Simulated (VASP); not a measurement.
Set up this calculation in VASP 6.6.1, as the native input.

```
Task                   : single point
Functional             : PBEsol
Potentials or basis    : VASP PAW PBE potentials, release 64 (Na_pv)
Cutoff                 : 520 eV
k mesh                 : 11 × 11 × 11
Occupations            : fermi-dirac, width 0.03 eV
Spin                   : no spin polarisation
Dipole correction      : no
Further INCAR settings : ALGO = Normal; EDIFF = 1e-06; NBANDS = 10
```

The structure of Na lies in POSCAR:

```
Na
1.0
   -2.1245349354      2.1245349354      2.1245349354
    2.1245349354     -2.1245349354      2.1245349354
    2.1245349354      2.1245349354     -2.1245349354
Na
1
Direct
    0.0000000000      0.0000000000      0.0000000000
```

This cell differs from its parent crystal: volume scaled by 1.01.

One way to write it, as run:

INCAR

```
PREC = Accurate
ENCUT = 520
EDIFF = 1E-6
ISMEAR = -1
SIGMA = 0.03
LREAL = False
LASPH = True
NELM = 80
ALGO = Normal
ISIF = 2
LWAVE = False
LCHARG = False
GGA = PS
NBANDS = 10
```

KPOINTS

```
Automatic mesh
0
Gamma
  11 11 11
```

Potentials or basis: VASP PAW PBE potentials, release 64 (Na_pv).

Run with:

```bash
$ cat potpaw_PBE.64/Na_pv/POTCAR > POTCAR
$ mpirun -np 1 vasp_std > vasp.out
```

Results of the run:

```yaml
Pressure: -0.4 GPa
```

Caveat: the PAW data sets were made with another functional, which shifts forces and pressure a little.

It took 13 s on 1 thread of Intel(R) Xeon(R) Platinum 8259CL CPU @ 2.50GHz (Skylake/Cascade Lake), with other jobs on the host, peak memory 0.15 GiB.
